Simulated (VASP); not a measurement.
# TiCo in VASP: settings compared

TiCo is run at these levels: r2SCAN+D3(BJ), r2SCAN+rVV10, PBE+D4; tasks: single point.

Everything below comes from runs of VASP 6.6.1. Logs are shortened: lines on timing, memory, paths and dates and some standing lists are left out, and cuts for length are marked.

### 1 The cell of the first run

The structure is cubic, space group Pm-3m (No. 221). Conventional cell: a = 2.986 Å, b = 2.986 Å, c = 2.986 Å, α = 90.00°, β = 90.00°, γ = 90.00°. Within 3.4 Å of Co (site symmetry m-3m) lie 8 Ti at 2.59 Å and 6 Co at 2.99 Å. Ti (site symmetry m-3m) has 8 Co at 2.59 Å and 6 Ti at 2.99 Å within 3.4 Å.

### 2 Single point, r2SCAN+D3(BJ), collinear spin, ferromagnetic start

The input, POSCAR:

```
TiCo
1.0
    2.9861109900      0.0000000000      0.0000000000
    0.0000000000      2.9861109900      0.0000000000
    0.0000000000      0.0000000000      2.9861109900
Co Ti
1 1
Direct
    0.5000000000      0.5000000000      0.5000000000
    0.0000000000      0.0000000000      0.0000000000
```

The input, INCAR.step1:

```
SYSTEM = TiCo
  PREC = Accurate
  ENCUT = 520
  ISMEAR = -1
  SIGMA = 0.025
  LREAL = .False.
  LASPH = .True.
  NELM = 150
  ISPIN = 2
  MAGMOM = 2 1
  LMAXMIX = 4
  NBANDS = 22
  GGA = PE
  ALGO = Normal
  EDIFF = 1E-4
  LWAVE = .True.
  LCHARG = .False.
```

The input, INCAR.step2:

```
SYSTEM = TiCo
  PREC = Accurate
  ENCUT = 520
  EDIFF = 1E-7
  ISMEAR = -1
  SIGMA = 0.025
  LREAL = .False.
  LASPH = .True.
  NELM = 150
  ALGO = Normal
  ISIF = 2
  LWAVE = .False.
  LCHARG = .True.
  ISPIN = 2
  MAGMOM = 2 1
  LORBIT = 11
  LMAXMIX = 4
  METAGGA = R2SCAN
  LMIXTAU = .True.
  IVDW = 12
  VDW_S6 = 1.0
  VDW_S8 = 0.78981345
  VDW_A1 = 0.49484001
  VDW_A2 = 5.73083694
  LELF = .True.
  LVHAR = .True.
  NBANDS = 22
  ISTART = 1
```

The input, KPOINTS:

```
regular mesh
0
Gamma
  9 9 9
  0 0 0
```

Potentials or basis: VASP PAW PBE potentials, release 64 (Co, Ti_sv).

Started as:

```bash
$ cat potpaw_PBE.64/Co/POTCAR potpaw_PBE.64/Ti_sv/POTCAR > POTCAR
$ cp INCAR.step1 INCAR
$ mpirun -np 1 vasp_std > vasp.out
$ cp INCAR.step2 INCAR
$ mpirun -np 1 vasp_std > vasp.out
```

OUTCAR:

```text
SYSTEM = TiCo
   PREC = Accurate
   ENCUT = 520
   EDIFF = 1E-7
   ISMEAR = -1
   LREAL = .False.
   LASPH = .True.
   NELM = 150
   ISIF = 2
   ISPIN = 2
   LORBIT = 11
   METAGGA = R2SCAN
   IVDW = 12
   ISTART = 1
 IVDW          = 12

 ion  position               nearest neighbor table
   1  0.500  0.500  0.500-   2 2.59   2 2.59   2 2.59   2 2.59   2 2.59   2 2.59   2 2.59   2 2.59

   2  0.000  0.000  0.000-   1 2.59   1 2.59   1 2.59   1 2.59   1 2.59   1 2.59   1 2.59   1 2.59

  LATTYP: Found a simple cubic cell.
 ALAT       =     2.9861109900

  Lattice vectors:

 A1 = (   2.9861109900,   0.0000000000,   0.0000000000)
 A2 = (   0.0000000000,   2.9861109900,   0.0000000000)
 A3 = (   0.0000000000,   0.0000000000,   2.9861109900)

Analysis of symmetry for initial positions (statically):
=====================================================================
 Subroutine PRICEL returns:
 Original cell was already a primitive cell.

 Routine SETGRP: Setting up the symmetry group for a
 simple cubic supercell.

 Subroutine GETGRP returns: Found 48 space group operations
 (whereof 48 operations were pure point group operations)
 out of a pool of 48 trial point group operations.

The static configuration has the point symmetry O_h .

Analysis of symmetry for dynamics (positions and initial velocities):
=====================================================================
 Subroutine PRICEL returns:
 Original cell was already a primitive cell.

 Routine SETGRP: Setting up the symmetry group for a
 simple cubic supercell.

 Subroutine GETGRP returns: Found 48 space group operations
 (whereof 48 operations were pure point group operations)
 out of a pool of 48 trial point group operations.

The dynamic configuration has the point symmetry O_h .

Analysis of structural, dynamic, and magnetic symmetry:
=====================================================================
 Subroutine PRICEL returns:
 Original cell was already a primitive cell.

 Routine SETGRP: Setting up the symmetry group for a
 simple cubic supercell.

 Subroutine GETGRP returns: Found 48 space group operations
 (whereof 48 operations were pure point group operations)
 out of a pool of 48 trial point group operations.

The overall configuration has the point symmetry O_h .

 Subroutine INISYM returns: Found 48 space group operations
 (whereof 48 operations are pure point group operations),
 and found     1 'primitive' translations

----------------------------------------------------------------------------------------
[... 116 lines left out ...]
  Thomas-Fermi vector in A             =   2.622456
   LORBIT       =     11    0 simple, 1 ext, 2 COOP (PROOUT), +10 PAW based schemes
   METAGGA = R2SCAN    functional components
   LHFCALC =     F    Hartree Fock is set to
   AEXX    =    0.0000 exact exchange contribution
   IVDW    =    12    specifies the selected vdW correction
   LEPSILON=     F    determine dielectric tensor
   LRPA    =     F    only Hartree local field effects (RPA)
 spin polarized calculation
  energy-cutoff  :      520.00
  volume of cell :       26.63
 maximum number of plane-waves:       739
 NGX is ok and might be reduce to    24
   NGX = 11   NGY = 11   NGZ = 11

 number of electron      20.9999984 magnetization       0.8547552

 Free energy of the ion-electron system (eV)
  ---------------------------------------------------
  ext. energy  EPLUGINS =         0.00000000
  ---------------------------------------------------
  free energy    TOTEN  =       -27.01527980 eV

  energy without entropy =      -27.01087557  energy(sigma->0) =      -27.01307769

 E-fermi :   9.8965     XC(G=0): -13.6385

 val. band max:        9.8934818100   @ k =   0.3333   0.0000   0.0000
 cond. band min:       9.9061124312   @ k =   0.3333   0.2222   0.1111
 fundamental gap:      0.0126306212
 Fermi energy:         9.8964996019

 spin component 1

 k-point     1 :       0.0000    0.0000    0.0000
  band No.  band energies     occupation
      1     -49.4049      1.00000
      2     -24.4593      1.00000
      3     -24.4593      1.00000
      4     -24.4593      1.00000
      5       1.9887      1.00000
      6       5.1881      1.00000
[... 589 lines left out ...]
     21      27.4586      0.00000
     22      30.6633      0.00000

 [... further k-points ...]

 spin component 2

 k-point     1 :       0.0000    0.0000    0.0000
  band No.  band energies     occupation
      1     -49.7285      1.00000
      2     -24.7709      1.00000
      3     -24.7709      1.00000
      4     -24.7709      1.00000
      5       1.5183      1.00000
      6       6.4618      1.00000
[... 589 lines left out ...]
     21      27.4954      0.00000
     22      30.5874      0.00000

 [... further k-points ...]

------------------------ aborting loop because EDIFF is reached ----------------------------------------

 Edisp (eV)   -0.50656

 E8    (eV) :    -0.1854

  FORCE on cell =-STRESS in cart. coord.  units (eV):
  Direction    XX          YY          ZZ          XY          YZ          ZX
  --------------------------------------------------------------------------------------
  -------------------------------------------------------------------------------------
  Total      -0.38331    -0.38331    -0.38331     0.00000     0.00000    -0.00000
  in kB     -23.06439   -23.06439   -23.06439     0.00000     0.00000    -0.00000
  external pressure =      -23.06 kB  Pullay stress =        0.00 kB

 VOLUME and BASIS-vectors are now :
 -----------------------------------------------------------------------------
  energy-cutoff  :      520.00
  volume of cell :       26.63
      direct lattice vectors                 reciprocal lattice vectors
     2.986110990  0.000000000  0.000000000     0.334883735  0.000000000  0.000000000
     0.000000000  2.986110990  0.000000000     0.000000000  0.334883735  0.000000000
     0.000000000  0.000000000  2.986110990     0.000000000  0.000000000  0.334883735

 POSITION                                       TOTAL-FORCE (eV/Angst)
 -----------------------------------------------------------------------------------
      1.49306      1.49306      1.49306         0.000000      0.000000      0.000000
      0.00000      0.00000      0.00000         0.000000      0.000000      0.000000
 -----------------------------------------------------------------------------------
    total drift:                                0.000000      0.000000     -0.000000

  FREE ENERGIE OF THE ION-ELECTRON SYSTEM (eV)
  ---------------------------------------------------
  free  energy   TOTEN  =       -27.5218427972 eV

  energy  without entropy=      -27.5174385645  energy(sigma->0) =      -27.51964068

 total charge

# of ion       s       p       d       tot
------------------------------------------
    1        0.559   0.525   7.240   8.323
    2        2.244   6.197   1.806  10.247
--------------------------------------------------
tot          2.803   6.722   9.046  18.570

 magnetization (x)

# of ion       s       p       d       tot
------------------------------------------
    1        0.044  -0.035   1.366   1.374
    2       -0.008  -0.042  -0.254  -0.304
--------------------------------------------------
tot          0.035  -0.077   1.112   1.070
```

OUTCAR.step1:

```text
SYSTEM = TiCo
   PREC = Accurate
   ENCUT = 520
   ISMEAR = -1
   LREAL = .False.
   LASPH = .True.
[... 1443 lines left out ...]
      1.49306      1.49306      1.49306         0.000000      0.000000      0.000000
      0.00000      0.00000      0.00000         0.000000      0.000000      0.000000
 -----------------------------------------------------------------------------------
    total drift:                                0.000000      0.000000     -0.000000

  FREE ENERGIE OF THE ION-ELECTRON SYSTEM (eV)
  ---------------------------------------------------
  free  energy   TOTEN  =       -15.6766505876 eV

  energy  without entropy=      -15.6724448896  energy(sigma->0) =      -15.67454774
```

It took 2.5 min on 1 thread of AMD EPYC 7R13 (Zen 3), shared host; peak memory 0.15 GiB.

Results:

```
Free energy                                           : -27.5218 eV
Pressure                                              : -2.3 GPa
Net moment                                            : 0.85 μB per cell
Site moments                                          : Co +1.37; Ti -0.30 μB
Valence electrons inside the program's atomic spheres : Co 8.32; Ti 10.25
Dispersion energy per atom                            : -0.253 eV
```

Caveat: the PAW data sets were made with another functional, which shifts forces and pressure a little.

### 3 Single point, r2SCAN+rVV10, collinear spin, ferrimagnetic start (16.64 Å³/atom)

This run uses another cell than the first one, of 16.64 Å³/atom.

The input, POSCAR:

```
TiCo
1.0
    3.2166905526      0.0000000000      0.0000000000
    0.0000000000      3.2166905526      0.0000000000
    0.0000000000      0.0000000000      3.2166905526
Co Ti
1 1
Direct
    0.5000000000      0.5000000000      0.5000000000
    0.0000000000      0.0000000000      0.0000000000
```

The input, INCAR.step1:

```
SYSTEM = TiCo
ALGO = Normal ; EDIFF = 1E-4
ENCUT = 520 ; GGA = PE
ISMEAR = -1 ; ISPIN = 2
LASPH = .TRUE. ; LCHARG = .FALSE.
LMAXMIX = 4 ; LREAL = .FALSE.
LWAVE = .TRUE. ; MAGMOM = 2 -0.5
NBANDS = 22 ; NELM = 150
PREC = Accurate ; SIGMA = 0.05
```

The input, INCAR.step2:

```
SYSTEM = TiCo
ALGO = Normal ; BPARAM = 11.95
CPARAM = 0.0093 ; EDIFF = 1E-6
ENCUT = 520 ; ISIF = 2
ISMEAR = -1 ; ISPIN = 2
ISTART = 1 ; IVDW_NL = 2
LASPH = .TRUE. ; LCHARG = .TRUE.
LELF = .TRUE. ; LMAXMIX = 4
LMIXTAU = .TRUE. ; LORBIT = 11
LREAL = .FALSE. ; LUSE_VDW = .TRUE.
LVHAR = .TRUE. ; LWAVE = .FALSE.
MAGMOM = 2 -0.5 ; METAGGA = R2SCAN
NBANDS = 22 ; NELM = 150
PREC = Accurate ; SIGMA = 0.05
```

The input, KPOINTS:

```
k-points
0
G
  9 9 9
  0 0 0
```

Potentials or basis: VASP PAW PBE potentials, release 64 (Co, Ti_sv).

Started as:

```bash
$ cat potpaw_PBE.64/Co/POTCAR potpaw_PBE.64/Ti_sv/POTCAR > POTCAR
$ cp INCAR.step1 INCAR
$ mpirun -np 1 vasp_std > vasp.out
$ cp INCAR.step2 INCAR
$ mpirun -np 1 vasp_std > vasp.out
```

It took 2.5 min on 1 thread of AMD EPYC 7R13 (Zen 3), shared host; peak memory 0.22 GiB.

Results (log left out):

- Free energy: -25.9654 eV
- Pressure: -22.7 GPa
- Net moment: 0.89 μB per cell
- Site moments: Co +1.78; Ti -0.54 μB
- Valence electrons inside the program's atomic spheres: Co 7.98; Ti 10.01

Levels at points of the mesh, in eV from the Fermi level:
Spin up:
```csv
k point,band 8,band 9,band 10,band 11,band 12,band 13,band 14,band 15
"(0.00, 0.00, 0.00)",-2.31,-2.31,-2.31,0.57,0.57,2.40,2.40,2.40
```
Spin down:
| k point | band 7 | band 8 | band 9 | band 10 | band 11 | band 12 | band 13 | band 14 |
| --- | --- | --- | --- | --- | --- | --- | --- | --- |
| (0.00, 0.00, 0.00) | -2.35 | -1.09 | -1.09 | -1.09 | 1.54 | 1.55 | 2.06 | 2.06 |

Caveat: the cell stands under tension; the PAW data sets were made with another functional, which shifts forces and pressure a little.

### 4 Single point, PBE+D4, collinear spin, ferromagnetic start (the cell strained at random)

The input, INCAR:

```
PREC = Accurate
ENCUT = 520
EDIFF = 1E-6
ISMEAR = -5
SIGMA = 0.05
LREAL = F
LASPH = T
NELM = 150
ALGO = Fast
ISIF = 2
LWAVE = F
LCHARG = T
ISPIN = 2
MAGMOM = 2 1
LORBIT = 11
LMAXMIX = 4
GGA = PE
IVDW = 13
LELF = T
LVHAR = T
NBANDS = 22
```

The input, KPOINTS:

```
Automatic mesh
0
Gamma
  7 7 7
```

The input, POSCAR:

```
TiCo
1.0
    3.0209860000     -0.0548440000      0.0225190000
   -0.0548440000      2.9453460000     -0.0128370000
    0.0225190000     -0.0128370000      2.9937230000
Co Ti
1 1
Direct
    0.5000000000      0.5000000000      0.5000000000
    0.0000000000      0.0000000000      0.0000000000
```

Potentials or basis: VASP PAW PBE potentials, release 64 (Co, Ti_sv).

Started as:

```bash
$ cat potpaw_PBE.64/Co/POTCAR potpaw_PBE.64/Ti_sv/POTCAR > POTCAR
$ mpirun -np 1 vasp_std > vasp.out
```

OUTCAR:

```text
PREC = Accurate
   ENCUT = 520
   EDIFF = 1E-6
   ISMEAR = -5
   LREAL = F
   LASPH = T
   NELM = 150
   ISIF = 2
   ISPIN = 2
   LORBIT = 11
   GGA = PE
   IVDW = 13

 ion  position               nearest neighbor table
   1  0.500  0.500  0.500-   2 2.55   2 2.55   2 2.56   2 2.56   2 2.60   2 2.60   2 2.64   2 2.64

   2  0.000  0.000  0.000-   1 2.55   1 2.55   1 2.56   1 2.56   1 2.60   1 2.60   1 2.64   1 2.64

  LATTYP: Found a triclinic cell.
 ALAT       =     4.2214478734
 B/A-ratio  =     0.7157657262
[... 1428 lines left out ...]
  in kB     -55.04196   -18.45034   -42.43930    22.41227     4.69632    -9.41798
  external pressure =      -38.64 kB  Pullay stress =        0.00 kB

 VOLUME and BASIS-vectors are now :
 -----------------------------------------------------------------------------
  energy-cutoff  :      520.00
  volume of cell :       26.63
      direct lattice vectors                 reciprocal lattice vectors
     3.020986000 -0.054844000  0.022519000     0.331147872  0.006155418 -0.002464524
    -0.054844000  2.945346000 -0.012837000     0.006155418  0.339639448  0.001410063
     0.022519000 -0.012837000  2.993723000    -0.002464524  0.001410063  0.334056825

 POSITION                                       TOTAL-FORCE (eV/Angst)
 -----------------------------------------------------------------------------------
      1.49433      1.43883      1.50170        -0.000000      0.000000      0.000000
      0.00000      0.00000      0.00000         0.000000     -0.000000     -0.000000
 -----------------------------------------------------------------------------------
    total drift:                                0.000000      0.000000     -0.000000

  FREE ENERGIE OF THE ION-ELECTRON SYSTEM (eV)
  ---------------------------------------------------
  free  energy   TOTEN  =       -16.2807608476 eV

  energy  without entropy=      -16.2807608476  energy(sigma->0) =      -16.28076085

 total charge

# of ion       s       p       d       tot
------------------------------------------
    1        0.528   0.462   7.300   8.290
    2        2.248   6.181   1.856  10.285
--------------------------------------------------
tot          2.776   6.643   9.156  18.575

 magnetization (x)

# of ion       s       p       d       tot
------------------------------------------
    1        0.029  -0.005   0.947   0.972
    2       -0.002  -0.013  -0.004  -0.019
--------------------------------------------------
tot          0.027  -0.018   0.943   0.952
```

OSZICAR:

```text
N       E                     dE             d eps       ncg     rms          rms(c)
DAV:   1     0.167266810596E+03    0.16727E+03   -0.98405E+03 15336   0.124E+03
DAV:   2    -0.693644912407E+01   -0.17420E+03   -0.16579E+03 15430   0.305E+02
[... 14 lines left out ...]
RMM:  17    -0.156693491434E+02   -0.73126E-05   -0.16832E-05 22852   0.193E-02    0.570E-03
RMM:  18    -0.156693479989E+02    0.11446E-05   -0.46253E-06 18359   0.115E-02    0.477E-03
RMM:  19    -0.156693596972E+02   -0.11698E-04   -0.16580E-06 14512   0.603E-03    0.194E-03
RMM:  20    -0.156693573869E+02    0.23102E-05   -0.51028E-07 13160   0.362E-03    0.109E-03
RMM:  21    -0.156693562572E+02    0.11298E-05   -0.19078E-07 12419   0.256E-03    0.424E-04
RMM:  22    -0.156693557370E+02    0.52015E-06   -0.10885E-07 11768   0.194E-03
   1 F= -.16280761E+02 E0= -.16280761E+02  d E =0.000000E+00  mag=     0.9038
```

Wall time 3.7 min (1 thread of AMD EPYC 7R13 (Zen 3), shared host); peak memory 0.25 GiB.

Results:

```yaml
Free_energy: -16.2808 eV
Pressure: -3.9 GPa
Net_moment: 0.90 μB per cell
Site_moments: Co +0.97; Ti -0.02 μB
Valence_electrons_inside_the_program's_atomic_spheres: Co 8.29; Ti 10.29
Dispersion_energy_per_atom: -0.306 eV
```

Caveat: the cell differs from its parent crystal (the cell strained at random); the cell stands under tension; tetrahedron occupations give inexact forces and stress in metals.

### 5 The runs side by side

```tsv
level	spin	cell	k mesh	smearing	gap on the mesh (eV)	pressure (GPa)	moment (μB)
r2SCAN+D3(BJ)	collinear, ferromagnetic start	a = 2.986 Å, 2 atoms	9 × 9 × 9	fermi-dirac 0.025 eV	none	-2.3	0.85
r2SCAN+rVV10	collinear, ferrimagnetic start	a = 3.217 Å, 2 atoms	9 × 9 × 9	fermi-dirac 0.05 eV	none	-22.7	0.89
PBE+D4	collinear, ferromagnetic start	a = 3.022, b = 2.946, c = 2.994 Å, angles 90.5, 89.1, 92.1°, 2 atoms	7 × 7 × 7	tetrahedron	none	-3.9	0.90
```

Alike in all rows: task single point; potentials or basis VASP PAW PBE potentials, release 64 (Co, Ti_sv); cutoff (eV) 520.

Caveats: the PAW data sets were made with another functional, which shifts forces and pressure a little (at least some runs); the cell stands under tension (at least some runs); tetrahedron occupations give inexact forces and stress in metals (at least some runs).

Total energies depend on the potentials used, so only differences within one code and one set of settings carry meaning.
